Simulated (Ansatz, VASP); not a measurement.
# TaN: VASP beside Ansatz

```
CELL_PARAMETERS angstrom
0.00000 2.17900 2.17900
2.17900 0.00000 2.17900
2.17900 2.17900 0.00000
ATOMIC_POSITIONS crystal
Ta 0.50000 0.50000 0.50000
N 0.99140 0.99140 0.00860
```

Change from the starting cell: all N atoms moved +0.037 Å, as atom 2 towards its neighbour atom 1 (Ta) at 2.179 Å.

Alike in both runs: task single point; functional r2SCAN; k mesh 18 × 18 × 18; occupations gaussian, width 0.15 eV; no spin polarisation.

|  | VASP | Ansatz |
| --- | --- | --- |
| version | VASP 6.6.1 | Ansatz 0.2.0 |
| potentials or method | VASP PAW PBE potentials, release 64 (Ta_pv, N), cutoff 520 eV | scalar-relativistic, plane waves, PAW |
| valence electrons in the cell | 16 | 18 |

Ansatz gave:

- gap on the k mesh at the Fermi level (eV): none
- pressure (GPa): 10.0
- traceless stress, the component that is largest in VASP (GPa): 0.50
- rms of the force components (eV/Å): 0.192

Question: Which values does VASP return?

Answer: gap on the k mesh at the Fermi level (eV): none; pressure (GPa): 12.2; traceless stress, the component that is largest in VASP (GPa): 0.52; rms of the force components (eV/Å): 0.185.

VASP's potentials were made for PBE, not for r2SCAN. Atom by atom the forces differ by 0.007 eV/Å (rms over components). A gap of «none» marks a metal or a gap that the smearing closes. With one functional, cell and mesh, what is left measures potentials, basis and numerics. VASP's potentials hold 16 valence electrons a cell and Ansatz's 18, so a difference there can come from the potentials and not from the codes.

Neither program's run includes spin-orbit coupling.
